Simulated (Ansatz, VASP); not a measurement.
## One calculation of CaS, two programs

```
Ca S
1.0
     0.00000    2.84794    2.84794
     2.84794    0.00000    2.84794
     2.84794    2.84794    0.00000
Ca S
1 1
Direct
  0.00000 0.00000 0.00000
  0.50000 0.50000 0.50000
```

Alike in both runs: task single point; functional LDA; k mesh 6 × 6 × 6; no spin polarisation.

```csv
,VASP,Ansatz
version,VASP 6.6.1,Ansatz 0.2.0
potentials or method,"VASP PAW LDA potentials, release 64 (Ca_sv, S)",plane waves
plane-wave cutoff (eV),500,420
occupations,"gaussian, width 0.01 eV",fixed
valence electrons in the cell,16,16
```

```tsv
	VASP	Ansatz	Ansatz less VASP
gap on the k mesh at the Fermi level (eV)	2.14	2.15	+0.010
pressure (GPa)	-3.9	-4.1	-0.19
```

LDA's correlation is that of Perdew and Zunger in VASP and of Perdew and Wang (1992) in Ansatz.
